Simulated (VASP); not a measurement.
# ZrIn (P4/mmm) in VASP: further runs

The runs below take ZrIn through single point, with LDA.

Everything below comes from runs of VASP 6.6.1. Logs are shortened: lines on timing, memory, paths and dates and some standing lists are left out, and cuts for length are marked.

## 1. The cell of the first run

The structure is tetragonal, space group P4/mmm (No. 123). Conventional cell: a = 2.981 Å, b = 2.981 Å, c = 4.202 Å, α = 90.00°, β = 90.00°, γ = 90.00°. Zr (site symmetry 4/mmm) has 8 In at 2.98 Å and 4 Zr at 2.98 Å within 3.9 Å. In (site symmetry 4/mmm) has 8 Zr at 2.98 Å and 4 In at 2.98 Å within 3.9 Å.

## 2. Single point, LDA (18.67 Å³/atom)

INCAR reads:

```
SYSTEM = ZrIn
PREC     = Accurate       ! precision mode
ENCUT    = 520            ! plane-wave cutoff, eV
EDIFF    = 1E-7           ! SCF threshold, eV
ISMEAR   = -1             ! smearing method
SIGMA    = 0.05           ! smearing width, eV
LREAL    = .False.        ! projectors in reciprocal space
LASPH    = .True.         ! aspherical terms in the spheres
NELM     = 80             ! most SCF steps
ALGO     = Normal         ! electronic algorithm
ISIF     = 2              ! what is computed and relaxed
LWAVE    = .False.        ! write WAVECAR
LCHARG   = .False.        ! write CHGCAR
GGA      = CA             ! functional
NBANDS   = 20             ! bands
```

KPOINTS reads:

```
Automatic mesh
0
Gamma
  12 12 8
  0 0 0
```

POSCAR reads:

```
ZrIn
1.0
    2.9810259726      0.0000000000      0.0000000000
    0.0000000000      2.9810259726      0.0000000000
    0.0000000000      0.0000000000      4.2022925958
Zr In
1 1
Direct
    0.0000000000      0.0000000000      0.0000000000
    0.5000000000      0.5000000000      0.5000000000
```

Potentials or basis: VASP PAW LDA potentials, release 64 (Zr_sv, In_d).

On the command line:

```console
cat potpaw_LDA.64/Zr_sv/POTCAR potpaw_LDA.64/In_d/POTCAR > POTCAR
mpirun -np 1 vasp_std > vasp.out
```

OUTCAR:

```text
SYSTEM = ZrIn
   PREC = Accurate
   ENCUT = 520
   EDIFF = 1E-7
   ISMEAR = -1
   LREAL = .False.
   LASPH = .True.
   NELM = 80
   ISIF = 2
   GGA = CA

 ion  position               nearest neighbor table
   1  0.000  0.000  0.000-   2 2.98   2 2.98   2 2.98   2 2.98   2 2.98   2 2.98   2 2.98   2 2.98

   2  0.500  0.500  0.500-   1 2.98   1 2.98   1 2.98   1 2.98   1 2.98   1 2.98   1 2.98   1 2.98

  LATTYP: Found a simple tetragonal cell.
 ALAT       =     2.9810259726
 C/A-ratio  =     1.4096799674

  Lattice vectors:

 A1 = (   2.9810259726,   0.0000000000,   0.0000000000)
 A2 = (   0.0000000000,   2.9810259726,   0.0000000000)
 A3 = (   0.0000000000,   0.0000000000,   4.2022925958)

Analysis of symmetry for initial positions (statically):
=====================================================================
 Subroutine PRICEL returns:
 Original cell was already a primitive cell.

 Routine SETGRP: Setting up the symmetry group for a
 simple tetragonal supercell.

 Subroutine GETGRP returns: Found 16 space group operations
 (whereof 16 operations were pure point group operations)
 out of a pool of 16 trial point group operations.

The static configuration has the point symmetry D_4h.

Analysis of symmetry for dynamics (positions and initial velocities):
=====================================================================
 Subroutine PRICEL returns:
 Original cell was already a primitive cell.

 Routine SETGRP: Setting up the symmetry group for a
 simple tetragonal supercell.

 Subroutine GETGRP returns: Found 16 space group operations
 (whereof 16 operations were pure point group operations)
 out of a pool of 16 trial point group operations.

The dynamic configuration has the point symmetry D_4h.

 Subroutine INISYM returns: Found 16 space group operations
 (whereof 16 operations are pure point group operations),
 and found     1 'primitive' translations

----------------------------------------------------------------------------------------

                                     Primitive cell

  volume of cell :      37.3437

  direct lattice vectors                    reciprocal lattice vectors
     2.981025973  0.000000000  0.000000000     0.335454977  0.000000000  0.000000000
     0.000000000  2.981025973  0.000000000     0.000000000  0.335454977  0.000000000
     0.000000000  0.000000000  4.202292596     0.000000000  0.000000000  0.237965343

  length of vectors
     2.981025973  2.981025973  4.202292596     0.335454977  0.335454977  0.237965343

  position of ions in fractional coordinates (direct lattice)
     0.000000000  0.000000000  0.000000000
     0.500000000  0.500000000  0.500000000

  ion indices of the primitive-cell ions
   primitive index   ion index
                 1           1
                 2           2

----------------------------------------------------------------------------------------

 KPOINTS: Automatic mesh

Automatic generation of k-mesh.
 Grid dimensions read from file:
 generate k-points for:   12   12    8

 Generating k-lattice:

  Cartesian coordinates                     Fractional coordinates (reciprocal lattice)
     0.027954581  0.000000000  0.000000000     0.083333333  0.000000000  0.000000000
     0.000000000  0.027954581  0.000000000     0.000000000  0.083333333  0.000000000
     0.000000000  0.000000000  0.029745668     0.000000000  0.000000000  0.125000000

  Length of vectors
     0.027954581  0.027954581  0.029745668

  Shift w.r.t. Gamma in fractional coordinates (k-lattice)
     0.000000000  0.000000000  0.000000000

 Subroutine IBZKPT returns following result:
 ===========================================

 Found    140 irreducible k-points:

 Following reciprocal coordinates:
            Coordinates               Weight
  0.000000  0.000000  0.000000      1.000000
  0.083333  0.000000  0.000000      4.000000
  0.166667  0.000000  0.000000      4.000000
  0.250000  0.000000  0.000000      4.000000
  0.333333  0.000000  0.000000      4.000000
  0.416667  0.000000  0.000000      4.000000
[... 16 lines left out ...]
  0.333333  0.333333  0.000000      4.000000
  0.416667  0.333333  0.000000      8.000000
 [... further k-points ...]
   k-points           NKPTS =    140   k-points in BZ     NKDIM =    140   number of bands    NBANDS=     20
   number of dos      NEDOS =    301   number of ions     NIONS =      2
   total plane-waves  NPLWV =  18432
   dimension x,y,z NGX =    24 NGY =   24 NGZ =   32
   dimension x,y,z NGXF=    48 NGYF=   48 NGZF=   64
   ions per type =               1   1
   NGX,Y,Z   is equivalent  to a cutoff of  13.38, 13.38, 12.66 a.u.
   NGXF,Y,Z  is equivalent  to a cutoff of  26.77, 26.77, 25.32 a.u.
 SYSTEM =  ZrIn
   PREC   = accura    normal or accurate (medium, high low for compatibility)
   ISTART =      0    job   : 0-new  1-cont  2-samecut
   ICHARG =      2    charge: 1-file 2-atom 10-const
   ISPIN  =      1    spin polarized calculation?
   LNONCOLLINEAR =      F non collinear calculations
   LSORBIT =      F    spin-orbit coupling
   LASPH  =      T    aspherical Exc in radial PAW
   ENCUT  =  520.0 eV  38.22 Ry    6.18 a.u.   5.54  5.54  7.81*2*pi/ulx,y,z
   NELM   =     80;   NELMIN=  2; NELMDL= -5     # of ELM steps
   EDIFF  = 0.1E-06   stopping-criterion for ELM
   LREAL  =      F    real-space projection
   EDIFFG = 0.1E-05   stopping-criterion for IOM
   NSW    =      0    number of steps for IOM
   IBRION =     -1    ionic relax: 0-MD 1-quasi-New 2-CG
   NFREE  =      0    steps in history (QN), initial steepest desc. (CG)
   ISIF   =      2    stress and relaxation
   ISYM   =      2    0-nonsym 1-usesym 2-fastsym
   POTIM  = 0.5000    time-step for ionic-motion
   TEBEG  =    0.0;   TEEND  =   0.0 temperature during run
   PSTRESS=    0.0 pullay stress
   NELECT =      25.0000    total number of electrons
   NUPDOWN=      -1.0000    fix difference up-down
   EMIN   =  10.00;   EMAX   =-10.00  energy-range for DOS
   EFERMI =   0.00;   METHOD = LEGACY
   ISMEAR =    -1;   SIGMA  =   0.05  broadening in eV -4-tet -1-fermi 0-gaus
   EFERMI_NEDOS =   21; number of points for ismear=-14 and -15
   IALGO  =     38    algorithm
   IMIX   =      4    mixing-type and parameters
     AMIX     =   0.40;   BMIX     =  1.00
     AMIX_MAG =   1.60;   BMIX_MAG =  1.00
  volume/ion in A,a.u.               =      18.67       126.00
  Fermi-wavevector in a.u.,A,eV,Ry     =   1.432129  2.706332 27.905472  2.050994
  Thomas-Fermi vector in A             =   2.551790
   LORBIT       =      0    0 simple, 1 ext, 2 COOP (PROOUT), +10 PAW based schemes
   GGA     = CA    functional components
   LHFCALC =     F    Hartree Fock is set to
   AEXX    =    0.0000 exact exchange contribution
   IVDW    =     0    specifies the selected vdW correction
   LEPSILON=     F    determine dielectric tensor
   LRPA    =     F    only Hartree local field effects (RPA)
 non-spin polarized calculation
  energy-cutoff  :      520.00
  volume of cell :       37.34
 maximum number of plane-waves:      1027
 NGX is ok and might be reduce to    24
   NGX = 11   NGY = 11   NGZ = 15

 number of electron      25.0000007 magnetization

 Free energy of the ion-electron system (eV)
  ---------------------------------------------------
  ext. energy  EPLUGINS =         0.00000000
  ---------------------------------------------------
  free energy    TOTEN  =       -13.19907324 eV

  energy without entropy =      -13.18926659  energy(sigma->0) =      -13.19416991

 E-fermi :  11.4641     XC(G=0): -12.3048

 val. band max:       11.4504681726   @ k =   0.1667   0.1667   0.2500
 cond. band min:      11.4743096516   @ k =   0.4167   0.1667   0.1250
 fundamental gap:      0.0238414790
 Fermi energy:        11.4640949189

 k-point     1 :       0.0000    0.0000    0.0000
  band No.  band energies     occupation
      1     -36.8241      2.00000
      2     -15.2452      2.00000
      3     -14.5036      2.00000
      4     -14.5036      2.00000
      5      -3.6112      2.00000
      6      -3.2796      2.00000
[... 12 lines left out ...]
     19      19.9539      0.00000
     20      23.1172      0.00000

 k-point     2 :       0.0833    0.0000    0.0000
  band No.  band energies     occupation
      1     -36.8165      2.00000
      2     -15.2373      2.00000
      3     -14.5788      2.00000
      4     -14.4973      2.00000
      5      -3.5793      2.00000
      6      -3.2558      2.00000
[... 12 lines left out ...]
     19      20.2138      0.00000
     20      23.4288      0.00000

 k-point     3 :       0.1667    0.0000    0.0000
  band No.  band energies     occupation
      1     -36.7956      2.00000
      2     -15.2157      2.00000
      3     -14.7799      2.00000
      4     -14.4802      2.00000
      5      -3.5068      2.00000
      6      -3.1761      2.00000
[... 12 lines left out ...]
     19      20.2536      0.00000
     20      24.1035      0.00000

 k-point     4 :       0.2500    0.0000    0.0000
  band No.  band energies     occupation
      1     -36.7669      2.00000
      2     -15.1859      2.00000
      3     -15.0450      2.00000
      4     -14.4568      2.00000
      5      -3.4383      2.00000
      6      -3.0375      2.00000
[... 12 lines left out ...]
     19      21.0175      0.00000
     20      23.1936      0.00000

 k-point     5 :       0.3333    0.0000    0.0000
  band No.  band energies     occupation
      1     -36.7379      2.00000
      2     -15.3002      2.00000
      3     -15.1560      2.00000
      4     -14.4332      2.00000
      5      -3.3913      2.00000
      6      -3.0901      2.00000
[... 12 lines left out ...]
     19      22.2941      0.00000
     20      22.6757      0.00000
[... 353 lines left out ...]
      6      -3.1795      2.00000
[... 12 lines left out ...]
     19      20.3896      0.00000
     20      21.9003      0.00000

 k-point    22 :       0.5000    0.2500    0.0000
  band No.  band energies     occupation
      1     -36.6541      2.00000
      2     -15.4619      2.00000
      3     -15.0556      2.00000
      4     -14.9088      2.00000
      5      -3.2546      2.00000
      6      -3.1982      2.00000
[... 12 lines left out ...]
     19      20.2575      0.00000
     20      21.0909      0.00000

 k-point    23 :       0.3333    0.3333    0.0000
  band No.  band energies     occupation
      1     -36.6547      2.00000
      2     -15.2005      2.00000
      3     -15.1696      2.00000
      4     -15.0545      2.00000
      5      -3.2712      2.00000
      6      -3.1604      2.00000
[... 12 lines left out ...]
     19      20.2876      0.00000
     20      22.4024      0.00000

 k-point    24 :       0.4167    0.3333    0.0000
  band No.  band energies     occupation
      1     -36.6340      2.00000
      2     -15.3574      2.00000
      3     -15.1560      2.00000
      4     -15.0293      2.00000
      5      -3.3430      2.00000
      6      -3.2035      2.00000
[... 12 lines left out ...]
     19      19.8233      0.00000
     20      22.4597      0.00000

 [... further k-points ...]

------------------------ aborting loop because EDIFF is reached ----------------------------------------

  FORCE on cell =-STRESS in cart. coord.  units (eV):
  Direction    XX          YY          ZZ          XY          YZ          ZX
  --------------------------------------------------------------------------------------
  -------------------------------------------------------------------------------------
  Total        3.3373616      3.3373616      3.3448128      0.0000000      0.0000000      0.0000000
  in kB      143.1845101    143.1845101    143.5041914      0.0000000      0.0000000      0.0000000
  external PRESSURE =     143.2910705 kB  Pullay stress =       0.0000000 kB

 VOLUME and BASIS-vectors are now :
 -----------------------------------------------------------------------------
  energy-cutoff  :      520.00
  volume of cell :       37.34
      direct lattice vectors                 reciprocal lattice vectors
     2.981025973  0.000000000  0.000000000     0.335454977  0.000000000  0.000000000
     0.000000000  2.981025973  0.000000000     0.000000000  0.335454977  0.000000000
     0.000000000  0.000000000  4.202292596     0.000000000  0.000000000  0.237965343

 POSITION                                       TOTAL-FORCE (eV/Angst)
 -----------------------------------------------------------------------------------
      0.00000      0.00000      0.00000         0.000000      0.000000      0.000000
      1.49051      1.49051      2.10115         0.000000      0.000000      0.000000
 -----------------------------------------------------------------------------------
    total drift:                                0.000000      0.000000     -0.000000

  FREE ENERGIE OF THE ION-ELECTRON SYSTEM (eV)
  ---------------------------------------------------
  free  energy   TOTEN  =       -13.1990732372 eV

  energy  without entropy=      -13.1892665881  energy(sigma->0) =      -13.19416991
```

Run time: 42 s. Hardware: 1 thread of AMD EPYC 9R45 (Zen 5), shared host; peak memory 0.18 GiB.

Results:

```
Free energy            : -13.1991 eV
Pressure               : 14.3 GPa
Band gap on the k mesh : zero (an odd number of electrons rules out a gap without spin polarisation)
```

Levels at points of the mesh, in eV from the Fermi level:
```tsv
k point	band 8	band 9	band 10	band 11	band 12	band 13	band 14	band 15	band 16	band 17
(0.00, 0.00, 0.00)	-14.36	-14.22	-9.83	-1.95	-1.41	-0.04	3.33	3.33	5.12	7.15
(0.50, 0.00, 0.00)	-14.31	-14.18	-5.07	-5.05	-2.61	-0.87	1.87	3.54	6.14	6.92
(0.50, 0.50, 0.00)	-14.31	-13.91	-4.35	-0.81	-0.81	0.28	0.28	0.43	4.50	4.78
(0.00, 0.00, 0.50)	-14.33	-14.22	-8.07	-5.32	-1.48	0.50	1.93	1.93	5.07	10.02
(0.50, 0.00, 0.50)	-14.33	-14.18	-6.20	-3.00	-1.12	-0.71	2.32	2.39	3.49	5.16
(0.50, 0.50, 0.50)	-14.20	-13.91	-3.68	-3.31	-3.31	-0.34	2.74	4.75	6.30	6.30
```

Caveat: the cell stands under pressure; spin-orbit coupling is left out, which moves the levels of the heavy elements.

## 3. Single point, LDA

This run uses another cell than the first one, of 21.97 Å³/atom.

INCAR: that of step 2 with these lines changed.

```diff
@@ -3,3 +3,3 @@
 ENCUT    = 520            ! plane-wave cutoff, eV
-EDIFF    = 1E-7           ! SCF threshold, eV
+EDIFF    = 1E-6           ! SCF threshold, eV
 ISMEAR   = -1             ! smearing method
@@ -12,4 +12,5 @@
 LWAVE    = .False.        ! write WAVECAR
-LCHARG   = .False.        ! write CHGCAR
-GGA      = CA             ! functional
+LCHARG   = .True.         ! write CHGCAR
+LELF     = .True.         ! ELF
+LVHAR    = .True.       
 NBANDS   = 20             ! bands
```

KPOINTS is that of step 2.

POSCAR reads:

```
ZrIn
1.0
    3.1520244363      0.0000000000      0.0000000000
    0.0000000000      3.1520244363      0.0000000000
    0.0000000000      0.0000000000      4.4220101050
Zr In
1 1
Direct
    0.0000000000      0.0000000000      0.0000000000
    0.5000000000      0.5000000000      0.5000000000
```

Potentials or basis: VASP PAW LDA potentials, release 64 (Zr_sv, In_d).

On the command line:

```console
cat potpaw_LDA.64/Zr_sv/POTCAR potpaw_LDA.64/In_d/POTCAR > POTCAR
mpirun -np 1 vasp_std > vasp.out
```

Run time: 49 s. Hardware: 1 thread of AMD EPYC 9R45 (Zen 5), shared host; peak memory 0.2 GiB.

Results (log left out):

```
Free energy            : -13.3171 eV
Pressure               : -5.9 GPa
Band gap on the k mesh : zero (an odd number of electrons rules out a gap without spin polarisation)
```

Levels at points of the mesh, in eV from the Fermi level:
| k point | band 10 | band 11 | band 12 | band 13 | band 14 | band 15 | band 16 | band 17 |
| --- | --- | --- | --- | --- | --- | --- | --- | --- |
| (0.00, 0.00, 0.00) | -8.91 | -1.69 | -1.09 | -0.17 | 2.77 | 2.77 | 4.20 | 6.32 |
| (0.50, 0.00, 0.00) | -5.01 | -4.40 | -2.07 | -0.64 | 1.67 | 2.99 | 5.32 | 5.68 |
| (0.50, 0.50, 0.00) | -3.91 | -0.73 | -0.73 | 0.27 | 0.27 | 0.31 | 3.25 | 4.39 |
| (0.00, 0.00, 0.50) | -7.50 | -4.91 | -1.11 | 0.58 | 1.70 | 1.70 | 4.18 | 9.26 |
| (0.50, 0.00, 0.50) | -5.66 | -2.61 | -1.11 | -0.89 | 1.91 | 2.06 | 2.90 | 4.06 |
| (0.50, 0.50, 0.50) | -2.95 | -2.70 | -2.70 | -0.95 | 2.33 | 4.21 | 5.07 | 5.07 |

Caveat: the cell stands under tension; spin-orbit coupling is left out, which moves the levels of the heavy elements.

The gap in the log of VASP goes by the Fermi energy; the results here count the filled bands.